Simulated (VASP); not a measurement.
# Os (Fm-3m) in VASP: further runs

Runs on Os. Level: LDA. Tasks: single point, relaxation of volume and atoms at fixed shape.

Everything below comes from runs of VASP 6.6.1. Logs are shortened: lines on timing, memory, paths and dates and some standing lists are left out, and cuts for length are marked.

## Step 1: The cell of the first run

It takes space group Fm-3m (No. 225, cubic). The conventional cell has a = 3.802 Å, b = 3.802 Å, c = 3.802 Å, α = 90.00°, β = 90.00°, γ = 90.00°. Within 3.5 Å of Os (site symmetry m-3m) lie 12 Os at 2.69 Å.

This isn't the form of Os at room conditions, which is hcp.

## Step 2: Single point, LDA

The input, INCAR:

```
PREC = Accurate ; ENCUT = 600
EDIFF = 1E-6 ; ISMEAR = -1
SIGMA = 0.05 ; LREAL = F
LASPH = T ; NELM = 120
ALGO = Normal ; ISIF = 2
LWAVE = F ; LCHARG = F
GGA = CA ; NBANDS = 10
GGA_COMPAT = F
```

The input, KPOINTS:

```
regular mesh
0
Gamma
  8 8 8
```

The input, POSCAR:

```
Os
1.0
    0.0000000000      1.9010477877      1.9010477877
    1.9010477877      0.0000000000      1.9010477877
    1.9010477877      1.9010477877      0.0000000000
Os
1
Direct
    0.0000000000      0.0000000000      0.0000000000
```

Potentials or basis: VASP PAW LDA potentials, release 64 (Os).

Started as:

```sh
> cat potpaw_LDA.64/Os/POTCAR > POTCAR
> mpirun -np 1 vasp_std > vasp.out
```

OUTCAR:

```text
PREC = Accurate
   ENCUT = 600
   EDIFF = 1E-6
   ISMEAR = -1
   LREAL = F
   LASPH = T
   NELM = 120
   ISIF = 2
   GGA = CA

 ion  position               nearest neighbor table
   1  0.000  0.000  0.000-

  LATTYP: Found a face centered cubic cell.
 ALAT       =     3.8020955754

  Lattice vectors:

 A1 = (   0.0000000000,   1.9010477877,   1.9010477877)
 A2 = (   1.9010477877,   0.0000000000,   1.9010477877)
 A3 = (   1.9010477877,   1.9010477877,   0.0000000000)

Analysis of symmetry for initial positions (statically):
=====================================================================
 Subroutine PRICEL returns:
 Original cell was already a primitive cell.

 Routine SETGRP: Setting up the symmetry group for a
 face centered cubic supercell.

 Subroutine GETGRP returns: Found 48 space group operations
 (whereof 48 operations were pure point group operations)
 out of a pool of 48 trial point group operations.

The static configuration has the point symmetry O_h .

Analysis of symmetry for dynamics (positions and initial velocities):
=====================================================================
 Subroutine PRICEL returns:
 Original cell was already a primitive cell.

 Routine SETGRP: Setting up the symmetry group for a
 face centered cubic supercell.

 Subroutine GETGRP returns: Found 48 space group operations
 (whereof 48 operations were pure point group operations)
 out of a pool of 48 trial point group operations.

The dynamic configuration has the point symmetry O_h .

 Subroutine INISYM returns: Found 48 space group operations
 (whereof 48 operations are pure point group operations),
 and found     1 'primitive' translations

----------------------------------------------------------------------------------------

                                     Primitive cell

  volume of cell :      13.7407

  direct lattice vectors                    reciprocal lattice vectors
     0.000000000  1.901047788  1.901047788    -0.263012852  0.263012852  0.263012852
     1.901047788  0.000000000  1.901047788     0.263012852 -0.263012852  0.263012852
     1.901047788  1.901047788  0.000000000     0.263012852  0.263012852 -0.263012852

  length of vectors
     2.688487564  2.688487564  2.688487564     0.455551622  0.455551622  0.455551622

  position of ions in fractional coordinates (direct lattice)
     0.000000000  0.000000000  0.000000000

  ion indices of the primitive-cell ions
   primitive index   ion index
                 1           1

----------------------------------------------------------------------------------------

 KPOINTS: regular mesh

Automatic generation of k-mesh.
 Grid dimensions read from file:
 generate k-points for:    8    8    8

 Generating k-lattice:

  Cartesian coordinates                     Fractional coordinates (reciprocal lattice)
    -0.032876606  0.032876606  0.032876606     0.125000000  0.000000000  0.000000000
     0.032876606 -0.032876606  0.032876606     0.000000000  0.125000000  0.000000000
     0.032876606  0.032876606 -0.032876606     0.000000000  0.000000000  0.125000000

  Length of vectors
     0.056943953  0.056943953  0.056943953

  Shift w.r.t. Gamma in fractional coordinates (k-lattice)
     0.000000000  0.000000000  0.000000000

 Subroutine IBZKPT returns following result:
 ===========================================

 Found     29 irreducible k-points:

 Following reciprocal coordinates:
            Coordinates               Weight
  0.000000  0.000000  0.000000      1.000000
  0.125000  0.000000  0.000000      8.000000
  0.250000  0.000000  0.000000      8.000000
  0.375000  0.000000  0.000000      8.000000
  0.500000  0.000000  0.000000      4.000000
  0.125000  0.125000  0.000000      6.000000
[... 16 lines left out ...]
  0.500000  0.250000  0.125000     48.000000
 -0.375000  0.250000  0.125000     24.000000
 [... further k-points ...]
   k-points           NKPTS =     29   k-points in BZ     NKDIM =     29   number of bands    NBANDS=     10
   number of dos      NEDOS =    301   number of ions     NIONS =      1
   total plane-waves  NPLWV =  13824
   dimension x,y,z NGX =    24 NGY =   24 NGZ =   24
   dimension x,y,z NGXF=    48 NGYF=   48 NGZF=   48
   ions per type =               1
   NGX,Y,Z   is equivalent  to a cutoff of  14.84, 14.84, 14.84 a.u.
   NGXF,Y,Z  is equivalent  to a cutoff of  29.68, 29.68, 29.68 a.u.
 SYSTEM =  unknown system
   PREC   = accura    normal or accurate (medium, high low for compatibility)
   ISTART =      0    job   : 0-new  1-cont  2-samecut
   ICHARG =      2    charge: 1-file 2-atom 10-const
   ISPIN  =      1    spin polarized calculation?
   LNONCOLLINEAR =      F non collinear calculations
   LSORBIT =      F    spin-orbit coupling
   LASPH  =      T    aspherical Exc in radial PAW
   ENCUT  =  600.0 eV  44.10 Ry    6.64 a.u.   5.37  5.37  5.37*2*pi/ulx,y,z
   NELM   =    120;   NELMIN=  2; NELMDL= -5     # of ELM steps
   EDIFF  = 0.1E-05   stopping-criterion for ELM
   LREAL  =      F    real-space projection
   EDIFFG = 0.1E-04   stopping-criterion for IOM
   NSW    =      0    number of steps for IOM
   IBRION =     -1    ionic relax: 0-MD 1-quasi-New 2-CG
   NFREE  =      0    steps in history (QN), initial steepest desc. (CG)
   ISIF   =      2    stress and relaxation
   ISYM   =      2    0-nonsym 1-usesym 2-fastsym
   POTIM  = 0.5000    time-step for ionic-motion
   TEBEG  =    0.0;   TEEND  =   0.0 temperature during run
   PSTRESS=    0.0 pullay stress
   NELECT =       8.0000    total number of electrons
   NUPDOWN=      -1.0000    fix difference up-down
   EMIN   =  10.00;   EMAX   =-10.00  energy-range for DOS
   EFERMI =   0.00;   METHOD = LEGACY
   ISMEAR =    -1;   SIGMA  =   0.05  broadening in eV -4-tet -1-fermi 0-gaus
   EFERMI_NEDOS =   21; number of points for ismear=-14 and -15
   IALGO  =     38    algorithm
   IMIX   =      4    mixing-type and parameters
     AMIX     =   0.40;   BMIX     =  1.00
     AMIX_MAG =   1.60;   BMIX_MAG =  1.00
  volume/ion in A,a.u.               =      13.74        92.73
  Fermi-wavevector in a.u.,A,eV,Ry     =   1.367000  2.583255 25.425051  1.868689
  Thomas-Fermi vector in A             =   2.493091
   LORBIT       =      0    0 simple, 1 ext, 2 COOP (PROOUT), +10 PAW based schemes
   GGA     = CA    functional components
   LHFCALC =     F    Hartree Fock is set to
   AEXX    =    0.0000 exact exchange contribution
   IVDW    =     0    specifies the selected vdW correction
   LEPSILON=     F    determine dielectric tensor
   LRPA    =     F    only Hartree local field effects (RPA)
 non-spin polarized calculation
  energy-cutoff  :      600.00
  volume of cell :       13.74
 maximum number of plane-waves:       471
 NGX is ok and might be reduce to    24
   NGX = 11   NGY = 11   NGZ = 11

 number of electron       8.0000001 magnetization

 Free energy of the ion-electron system (eV)
  ---------------------------------------------------
  ext. energy  EPLUGINS =         0.00000000
  ---------------------------------------------------
  free energy    TOTEN  =       -12.53001890 eV

  energy without entropy =      -12.51889366  energy(sigma->0) =      -12.52445628

 E-fermi :   9.3481     XC(G=0): -14.2792

 val. band max:        9.3053766379   @ k =  -0.3750   0.3750   0.1250
 cond. band min:       9.3488267229   @ k =   0.3750   0.3750   0.0000
 fundamental gap:      0.0434500850
 Fermi energy:         9.3480917548

 k-point     1 :       0.0000    0.0000    0.0000
  band No.  band energies     occupation
      1      -1.3626      2.00000
      2       6.4557      2.00000
      3       6.4557      2.00000
      4       6.4557      2.00000
      5       9.5885      0.01619
      6       9.5885      0.01619
      7      23.8793      0.00000
      8      29.7328      0.00000
      9      29.7328      0.00000
     10      29.7328      0.00000

 k-point     2 :       0.1250    0.0000    0.0000
  band No.  band energies     occupation
      1      -0.6408      2.00000
      2       6.0661      2.00000
      3       6.7554      2.00000
      4       6.7554      2.00000
      5       9.3995      0.52651
      6       9.3995      0.52651
      7      25.1534      0.00000
      8      27.2049      0.00000
      9      31.0321      0.00000
     10      31.0321      0.00000

 k-point     3 :       0.2500    0.0000    0.0000
  band No.  band energies     occupation
      1       0.9648      2.00000
      2       5.8149      2.00000
      3       6.9416      2.00000
      4       6.9416      2.00000
      5       9.7639      0.00049
      6       9.7639      0.00049
      7      23.8384      0.00000
      8      27.4049      0.00000
      9      34.3764      0.00000
     10      34.4269      0.00000

 k-point     4 :       0.3750    0.0000    0.0000
  band No.  band energies     occupation
      1       1.7158      2.00000
      2       6.5172      2.00000
      3       6.5172      2.00000
      4       7.5751      2.00000
      5      11.2212      0.00000
      6      11.2212      0.00000
      7      20.9637      0.00000
      8      24.7946      0.00000
      9      32.1102      0.00000
     10      32.1102      0.00000
[... 222 lines left out ...]
 k-point    22 :       0.3750    0.2500    0.1250
  band No.  band energies     occupation
      1       2.4433      2.00000
      2       4.5365      2.00000
      3       6.2626      2.00000
      4       8.7715      1.99998
      5       8.7806      1.99998
      6      11.8794      0.00000
      7      25.0041      0.00000
      8      28.3555      0.00000
      9      29.0979      0.00000
     10      30.7061      0.00000

 k-point    23 :       0.5000    0.2500    0.1250
  band No.  band energies     occupation
      1       3.3250      2.00000
      2       5.0705      2.00000
      3       5.6011      2.00000
      4       8.2574      2.00000
      5      10.7607      0.00000
      6      14.1065      0.00000
      7      21.2740      0.00000
      8      26.5887      0.00000
      9      27.2415      0.00000
     10      32.3641      0.00000

 k-point    24 :      -0.3750    0.2500    0.1250
  band No.  band energies     occupation
      1       3.3515      2.00000
      2       4.7779      2.00000
      3       6.7015      2.00000
      4       7.8910      2.00000
      5      11.6679      0.00000
      6      16.2104      0.00000
      7      17.9276      0.00000
      8      26.2843      0.00000
      9      27.0989      0.00000
     10      30.2552      0.00000

 [... further k-points ...]
[... 5 lines left out ...]
  --------------------------------------------------------------------------------------
  -------------------------------------------------------------------------------------
  Total        0.1081756      0.1081756      0.1081756      0.0000000      0.0000000      0.0000000
  in kB       12.6133587     12.6133587     12.6133587      0.0000000      0.0000000      0.0000000
  external PRESSURE =      12.6133587 kB  Pullay stress =       0.0000000 kB

 VOLUME and BASIS-vectors are now :
 -----------------------------------------------------------------------------
  energy-cutoff  :      600.00
  volume of cell :       13.74
      direct lattice vectors                 reciprocal lattice vectors
     0.000000000  1.901047788  1.901047788    -0.263012852  0.263012852  0.263012852
     1.901047788  0.000000000  1.901047788     0.263012852 -0.263012852  0.263012852
     1.901047788  1.901047788  0.000000000     0.263012852  0.263012852 -0.263012852

 POSITION                                       TOTAL-FORCE (eV/Angst)
 -----------------------------------------------------------------------------------
      0.00000      0.00000      0.00000         0.000000      0.000000      0.000000
 -----------------------------------------------------------------------------------
    total drift:                               -0.000000      0.000000     -0.000000

  FREE ENERGIE OF THE ION-ELECTRON SYSTEM (eV)
  ---------------------------------------------------
  free  energy   TOTEN  =       -12.5300188957 eV

  energy  without entropy=      -12.5188936579  energy(sigma->0) =      -12.52445628
```

Run time: 2.3 s. Hardware: 1 thread of Intel Xeon 6975P-C (Granite Rapids), shared host; peak memory 0.13 GiB.

Results:

- Free energy: -12.5300 eV
- Pressure: 1.3 GPa
- Band gap on the k mesh: zero (bands 4 and 5 overlap by 3.49 eV)

Levels at points of the mesh, in eV from the Fermi level:
```csv
k point,band 2,band 3,band 4,band 5,band 6,band 7
"(0.00, 0.00, 0.00)",-2.89,-2.89,-2.89,0.24,0.24,14.53
"(0.50, 0.00, 0.00)",-3.06,-3.06,0.09,2.74,2.74,9.48
"(0.50, 0.50, 0.00)",-6.85,2.69,2.73,3.45,3.45,12.66
```

Caveat: spin-orbit coupling is left out, which moves the levels of the heavy elements.

## Step 3: Relaxation of volume and atoms at fixed shape, LDA

This run uses another cell than the first one, of 13.94 Å³/atom.

The input, INCAR:

```
ALGO = Normal
EDIFF = 1E-7
EDIFFG = -0.03
ENCUT = 600
GGA = CA
GGA_COMPAT = False
IBRION = 2
ISIF = 8
ISMEAR = -1
LASPH = True
LCHARG = False
LREAL = False
LWAVE = False
NELM = 120
NELMIN = 4
NSW = 80
PREC = Accurate
SIGMA = 0.05
```

The input, KPOINTS:

```
k-points
0
Gamma
  8 8 8
```

The input, POSCAR:

```
Os
1.0
    0.0000000000      1.9100000000      1.9100000000
    1.9100000000      0.0000000000      1.9100000000
    1.9100000000      1.9100000000      0.0000000000
Os
1
Direct
    0.0000000000      0.0000000000      0.0000000000
```

Potentials or basis: VASP PAW LDA potentials, release 64 (Os).

Started as:

```sh
> cat potpaw_LDA.64/Os/POTCAR > POTCAR
> mpirun -np 1 vasp_std > vasp.out
```

Run time: 4.4 s. Hardware: 1 thread of Intel Xeon 6975P-C (Granite Rapids), shared host; peak memory 0.13 GiB.

The run converged. Its results:

```yaml
Free_energy: -12.5303 eV
Relaxed_volume: 13.78 Å³/atom
Relaxed_cell: a = 2.691 Å, b = 2.691 Å, c = 2.691 Å, α = 60.00°, β = 60.00°, γ = 60.00°
Space_group_after_relaxing_to_0.1_Å: Fm-3m (No. 225)
Energy_gained_by_relaxing: 2.4 meV/atom
Ionic_steps: 3
Pressure_after_relaxing: -0.1 GPa
Band_gap_on_the_k_mesh: zero (bands 4 and 5 overlap by 3.47 eV)
```

The path:
```csv
step,energy change (eV),largest force (eV/Å),pressure (GPa),volume (Å³)
1,0.0000,0.0000,-4.89,13.94
2,0.0496,0.0000,25.58,13.10
3,-0.0024,0.0000,-0.12,13.78
```

Final structure:
```xyz
1
Lattice="0.0000 1.9030 1.9030 1.9030 0.0000 1.9030 1.9030 1.9030 0.0000" Properties=species:S:1:pos:R:3 pbc="T T T"
Os    0.0000    0.0000    0.0000
```

Levels at points of the mesh, in eV from the Fermi level:
| k point | band 1 | band 2 | band 3 | band 4 | band 5 | band 6 | band 7 | band 8 |
| --- | --- | --- | --- | --- | --- | --- | --- | --- |
| (0.00, 0.00, 0.00) | -10.68 | -2.88 | -2.88 | -2.88 | 0.24 | 0.24 | 14.53 | 20.37 |
| (0.50, 0.00, 0.00) | -7.60 | -3.05 | -3.05 | 0.09 | 2.72 | 2.72 | 9.43 | 14.06 |
| (0.50, 0.50, 0.00) | -7.54 | -6.82 | 2.68 | 2.72 | 3.43 | 3.43 | 12.64 | 12.64 |

Caveat: spin-orbit coupling is left out, which moves the levels of the heavy elements.

The gap in the log of VASP goes by the Fermi energy; the results here count the filled bands.